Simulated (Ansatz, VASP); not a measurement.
**Rh: VASP beside Ansatz**

```
Rh
1.0
     2.65612    0.00000    0.00000
    -1.32806    2.30027    0.00000
     0.00000    0.00000    4.30710
Rh
2
Cartesian
  1.3281 0.7668 3.2303
  0.0000 1.5335 1.0768
```

Alike in both runs: task single point; functional r2SCAN; k mesh 10 × 10 × 5; occupations fermi-dirac, width 0.2 eV; no spin polarisation.

```csv
,VASP,Ansatz
version,VASP 6.6.1,Ansatz 0.2.0
potentials or method,"VASP PAW PBE potentials, release 64 (Rh_sv_GW), cutoff 680 eV","plane waves, PAW"
valence electrons in the cell,34,34
```

Ansatz gave:

* pressure (GPa): 16.0
* traceless stress, the component that is largest in VASP (GPa): -0.42

**Question.** What did VASP give for the same quantities?

**Answer.** Pressure (GPa): 16.1; traceless stress, the component that is largest in VASP (GPa): -0.44.

VASP's potentials were made for PBE, not for r2SCAN. Ansatz's warnings: stress scf threshold loose, structure snapped to symmetry.
